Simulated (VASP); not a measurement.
# La2O3 (P-62m) in VASP: a series of runs, part 2 of 2

VASP 6.6.1.

## Step 4: Single point, r2SCAN

This run uses another cell than the first one, of 22.67 Å³/atom.

POSCAR reads:

```
La2O3
1.0
    6.2876000201      0.0000000000      0.0000000000
   -3.1438000100      5.4452216673      0.0000000000
    0.0000000000      0.0000000000      3.3107287583
La O
2 3
Direct
    0.3333333333      0.6666666667      0.5000000000
    0.6666666667      0.3333333333      0.5000000000
    0.4919860000      0.4919860000      0.0000000000
    0.0000000000      0.5080140000      0.0000000000
    0.5080140000      0.0000000000      0.0000000000
```

INCAR.step1 reads:

```
PREC     = Accurate       # precision mode
ENCUT    = 520            # plane-wave cutoff, eV
ISMEAR   = 0              # smearing method
SIGMA    = 0.01           # smearing width, eV
LREAL    = False          # projectors in reciprocal space
LASPH    = True           # aspherical terms in the spheres
NELM     = 100            # most SCF steps
NBANDS   = 28             # bands
GGA      = PE             # functional
ALGO     = Normal         # electronic algorithm
EDIFF    = 1E-4           # SCF threshold, eV
LWAVE    = True           # write WAVECAR
LCHARG   = False          # write CHGCAR
```

INCAR.step2 reads:

```
PREC     = Accurate       # precision mode
ENCUT    = 520            # plane-wave cutoff, eV
EDIFF    = 1E-7           # SCF threshold, eV
ISMEAR   = 0              # smearing method
SIGMA    = 0.01           # smearing width, eV
LREAL    = False          # projectors in reciprocal space
LASPH    = True           # aspherical terms in the spheres
NELM     = 100            # most SCF steps
ALGO     = Normal         # electronic algorithm
ISIF     = 2              # what is computed and relaxed
LWAVE    = False          # write WAVECAR
LCHARG   = True           # write CHGCAR
METAGGA  = R2SCAN         # meta-GGA
LMIXTAU  = True         
LELF     = True           # ELF
LVHAR    = True         
NBANDS   = 28             # bands
ISTART   = 1
```

KPOINTS reads:

```
regular mesh
0
Gamma
  6 6 6
```

Potentials or basis: VASP PAW PBE potentials, release 64 (La, O).

Command:

```bash
$ cat potpaw_PBE.64/La/POTCAR potpaw_PBE.64/O/POTCAR > POTCAR
$ cp INCAR.step1 INCAR
$ mpirun -np 1 vasp_std > vasp.out
$ cp INCAR.step2 INCAR
$ mpirun -np 1 vasp_std > vasp.out
```

OUTCAR:

```text
PREC = Accurate
   ENCUT = 520
   EDIFF = 1E-7
   ISMEAR = 0
   LREAL = False
   LASPH = True
   NELM = 100
   ISIF = 2
   METAGGA = R2SCAN
   ISTART = 1

 ion  position               nearest neighbor table
   1  0.333  0.667  0.500-   4 2.46   4 2.46   3 2.46   3 2.46   5 2.46   5 2.46   2 3.63   2 3.63
                             2 3.63
   2  0.667  0.333  0.500-   3 2.46   3 2.46   4 2.46   4 2.46   5 2.46   5 2.46   1 3.63   1 3.63
                             1 3.63
   3  0.492  0.492  0.000-   2 2.46   2 2.46   1 2.46   1 2.46
   4  0.000  0.508  0.000-   1 2.46   1 2.46   2 2.46   2 2.46
   5  0.508  0.000  0.000-   2 2.46   2 2.46   1 2.46   1 2.46

  LATTYP: Found a hexagonal cell.
 ALAT       =     6.2876000201
 C/A-ratio  =     0.5265488816

  Lattice vectors:

 A1 = (   6.2876000201,   0.0000000000,   0.0000000000)
 A2 = (  -3.1438000100,   5.4452216673,   0.0000000000)
 A3 = (   0.0000000000,   0.0000000000,   3.3107287583)

Analysis of symmetry for initial positions (statically):
=====================================================================
 Subroutine PRICEL returns:
[... 174 lines left out ...]
  free energy    TOTEN  =       -94.72241894 eV

  energy without entropy =      -94.72241894  energy(sigma->0) =      -94.72241894

 E-fermi :   3.1024     XC(G=0):  -8.8246

 val. band max:        3.0480388910   @ k =   0.0000   0.0000   0.5000
 cond. band min:       4.9836452074   @ k =   0.0000   0.0000   0.0000
 fundamental gap:      1.9356063164
 Fermi energy:         3.1023771132

 k-point     1 :       0.0000    0.0000    0.0000
  band No.  band energies     occupation
      1     -28.4264      2.00000
      2     -28.1970      2.00000
      3     -15.2797      2.00000
      4     -15.2797      2.00000
      5     -13.7476      2.00000
      6     -11.5100      2.00000
[... 733 lines left out ...]
     27       8.2423      0.00000
     28       8.3959      0.00000

 [... further k-points ...]
[... 5 lines left out ...]
  --------------------------------------------------------------------------------------
  -------------------------------------------------------------------------------------
  Total        0.8199384      0.8199385     -1.5534914      0.0000000      0.0000000     -0.0000000
  in kB       11.5895808     11.5895822    -21.9581308      0.0000000      0.0000000     -0.0000000
  external PRESSURE =       0.4070107 kB  Pullay stress =       0.0000000 kB

 VOLUME and BASIS-vectors are now :
 -----------------------------------------------------------------------------
  energy-cutoff  :      520.00
  volume of cell :      113.35
      direct lattice vectors                 reciprocal lattice vectors
     6.287600020  0.000000000  0.000000000     0.159043196  0.091823626  0.000000000
    -3.143800010  5.445221667  0.000000000     0.000000000  0.183647253  0.000000000
     0.000000000  0.000000000  3.310728758     0.000000000  0.000000000  0.302048302

 POSITION                                       TOTAL-FORCE (eV/Angst)
 -----------------------------------------------------------------------------------
     -0.00000      3.63015      1.65536         0.000000      0.000000      0.000000
      3.14380      1.81507      1.65536         0.000000     -0.000000      0.000000
      1.54671      2.67897      0.00000         0.028476      0.049321      0.000000
     -1.59709      2.76625      0.00000         0.028476     -0.049321      0.000000
      3.19419      0.00000      0.00000        -0.056952     -0.000000      0.000000
 -----------------------------------------------------------------------------------
    total drift:                               -0.000001     -0.000001      0.000000

  FREE ENERGIE OF THE ION-ELECTRON SYSTEM (eV)
  ---------------------------------------------------
  free  energy   TOTEN  =       -94.7224189386 eV

  energy  without entropy=      -94.7224189386  energy(sigma->0) =      -94.72241894
```

OUTCAR.step1:

```text
PREC = Accurate
   ENCUT = 520
   ISMEAR = 0
   LREAL = False
   LASPH = True
[... 979 lines left out ...]
      3.14380      1.81507      1.65536        -0.000000     -0.000000     -0.000000
      1.54671      2.67897      0.00000         0.026204      0.045386      0.000000
     -1.59709      2.76625      0.00000         0.026204     -0.045386     -0.000000
      3.19419      0.00000      0.00000        -0.052407     -0.000000      0.000000
 -----------------------------------------------------------------------------------
    total drift:                               -0.000001     -0.000001      0.000000

  FREE ENERGIE OF THE ION-ELECTRON SYSTEM (eV)
  ---------------------------------------------------
  free  energy   TOTEN  =       -40.7550396947 eV

  energy  without entropy=      -40.7550396947  energy(sigma->0) =      -40.75503969
```

OSZICAR.step1:

```text
N       E                     dE             d eps       ncg     rms          rms(c)
DAV:   1     0.539535009224E+03    0.53954E+03   -0.16118E+04  1608   0.207E+03
DAV:   2     0.106172611174E+03   -0.43336E+03   -0.41105E+03  2160   0.344E+02
DAV:   3    -0.295346738606E+02   -0.13571E+03   -0.13169E+03  2488   0.222E+02
DAV:   4    -0.469984825825E+02   -0.17464E+02   -0.17115E+02  2660   0.785E+01
DAV:   5    -0.480927853446E+02   -0.10943E+01   -0.10933E+01  2696   0.223E+01    0.156E+01
DAV:   6    -0.413009351483E+02    0.67919E+01   -0.60212E+01  2440   0.402E+01    0.807E+00
DAV:   7    -0.409842498206E+02    0.31669E+00   -0.64477E+00  3064   0.231E+01    0.354E+00
DAV:   8    -0.407567237361E+02    0.22753E+00   -0.10379E+00  2784   0.825E+00    0.114E+00
DAV:   9    -0.407320410971E+02    0.24683E-01   -0.28386E-01  2904   0.391E+00    0.427E-01
DAV:  10    -0.407498706614E+02   -0.17830E-01   -0.25873E-02  2712   0.107E+00    0.137E-01
DAV:  11    -0.407541067127E+02   -0.42361E-02   -0.66616E-03  2248   0.484E-01    0.990E-02
DAV:  12    -0.407550001036E+02   -0.89339E-03   -0.13950E-03  2240   0.345E-01    0.420E-02
DAV:  13    -0.407550396947E+02   -0.39591E-04   -0.55390E-04  2264   0.163E-01
   1 F= -.40755040E+02 E0= -.40755040E+02  d E =-.253705E-16
```

It took 9.8 min on 1 thread of AMD EPYC 7R43 (Zen 3), shared host; peak memory 0.28 GiB.

What came out:

```yaml
Free_energy: -94.7224 eV
Pressure: 0.0 GPa
Largest_force: 0.057 eV/Å
Band_gap_on_the_k_mesh: 1.94 eV (least direct gap 2.43 eV)
```

Forces on the atoms (eV/Å):
```
La   0.000  0.000  0.000
La   0.000  0.000  0.000
O    0.028  0.049  0.000
O    0.028 -0.049  0.000
O   -0.057  0.000  0.000
```

Stress tensor (GPa, compression positive):
```
 1.16  0.00  0.00
 0.00  1.16  0.00
 0.00  0.00 -2.20
```

Levels at points of the mesh, in eV from the valence-band top:
```csv
k point,band 17,band 18,band 19,band 20,band 21,band 22,band 23,band 24
"(0.00, 0.00, 0.00)",-1.00,-1.00,-0.69,-0.50,1.94,3.94,4.61,4.61
"(0.50, 0.00, 0.00)",-1.62,-1.15,-1.14,-0.95,3.17,3.96,4.84,4.89
"(0.00, 0.00, 0.50)",-1.17,-1.17,-0.31,0.00,4.76,4.85,4.85,4.92
"(0.50, 0.00, 0.50)",-1.59,-1.37,-0.66,-0.63,4.65,5.00,5.00,5.06
```

Caveat: the PAW data sets were made with another functional, which shifts forces and pressure a little; spin-orbit coupling is left out, which moves the levels of the heavy elements. A k mesh can miss the band edges.

## Step 5: Single point, r2SCAN

This run uses another cell than the first one, of 23.34 Å³/atom.

Changes to POSCAR since step 4:

```diff
@@ -2,5 +2,5 @@
 1.0
-    6.2876000201      0.0000000000      0.0000000000
-   -3.1438000100      5.4452216673      0.0000000000
-    0.0000000000      0.0000000000      3.3107287583
+    6.3492470887      0.0000000000      0.0000000000
+   -3.1746235443      5.4986095980      0.0000000000
+    0.0000000000      0.0000000000      3.3431889533
 La O
```

INCAR.step1 reads:

```
  PREC = Accurate
  ENCUT = 520
  ISMEAR = 0
  SIGMA = 0.01
  LREAL = F
  LASPH = T
  NELM = 60
  NBANDS = 28
  GGA = PE
  ALGO = Normal
  EDIFF = 1E-4
  LWAVE = T
  LCHARG = F
```

INCAR.step2 reads:

```
  PREC = Accurate
  ENCUT = 520
  EDIFF = 1E-6
  ISMEAR = 0
  SIGMA = 0.01
  LREAL = F
  LASPH = T
  NELM = 60
  ALGO = Normal
  ISIF = 2
  LWAVE = F
  LCHARG = F
  METAGGA = R2SCAN
  LMIXTAU = T
  NBANDS = 28
  ISTART = 1
```

KPOINTS is that of step 4.

Command:

```bash
$ cat potpaw_PBE.64/La/POTCAR potpaw_PBE.64/O/POTCAR > POTCAR
$ cp INCAR.step1 INCAR
$ mpirun -np 1 vasp_std > vasp.out
$ cp INCAR.step2 INCAR
$ mpirun -np 1 vasp_std > vasp.out
```

Run time: 7.2 min. Hardware: 1 thread of AMD EPYC 7R43 (Zen 3), shared host; peak memory 0.28 GiB.

It converged, with:

```
Free energy            : -94.6961 eV
Pressure               : -2.7 GPa
Largest force          : 0.071 eV/Å
Band gap on the k mesh : 2.08 eV (least direct gap 2.49 eV)
```

Forces on the atoms (eV/Å):
```
La   0.000  0.000  0.000
La   0.000  0.000  0.000
O    0.036  0.062  0.000
O    0.036 -0.062  0.000
O   -0.071  0.000  0.000
```

Stress tensor (GPa, compression positive):
```
-1.11  0.00  0.00
 0.00 -1.11  0.00
 0.00  0.00 -5.86
```

Levels at points of the mesh, in eV from the valence-band top:
```
           k point  band 18  band 19  band 20  band 21  band 22  band 23
(0.00, 0.00, 0.00)    -0.88    -0.52    -0.41     2.08     4.01     4.62
(0.50, 0.00, 0.00)    -1.01    -0.97    -0.82     3.26     4.03     4.85
(0.00, 0.00, 0.50)    -0.99    -0.16     0.00     4.78     4.88     4.88
(0.50, 0.00, 0.50)    -1.18    -0.55    -0.50     4.70     4.96     4.97
```

Caveat: the PAW data sets were made with another functional, which shifts forces and pressure a little; spin-orbit coupling is left out, which moves the levels of the heavy elements. A k mesh can miss the band edges.

## Step 6: Summary

| cell | gap on the mesh (eV) | pressure (GPa) | largest force (eV/Å) |
| --- | --- | --- | --- |
| a = 6.161, b = 6.161, c = 3.244 Å, angles 90.0, 90.0, 120.0°, 5 atoms | 1.59 | 7.0 | 0.02 |
| a = 6.225, b = 6.225, c = 3.278 Å, angles 90.0, 90.0, 120.0°, 5 atoms | 1.77 | 3.2 | 0.04 |
| a = 6.288, b = 6.288, c = 3.311 Å, angles 90.0, 90.0, 120.0°, 5 atoms | 1.94 | 0.0 | 0.06 |
| a = 6.349, b = 6.349, c = 3.343 Å, angles 90.0, 90.0, 120.0°, 5 atoms | 2.08 | -2.7 | 0.07 |

Alike in all rows: task single point; level r2SCAN; potentials or basis VASP PAW PBE potentials, release 64 (La, O); no spin polarisation; k mesh 6 × 6 × 6; cutoff (eV) 520; smearing gaussian 0.01 eV.

Caveats: the PAW data sets were made with another functional, which shifts forces and pressure a little; spin-orbit coupling is left out, which moves the levels of the heavy elements; the cell stands under pressure (at least some runs).

Absolute energies hang on the potentials; compare differences alone.
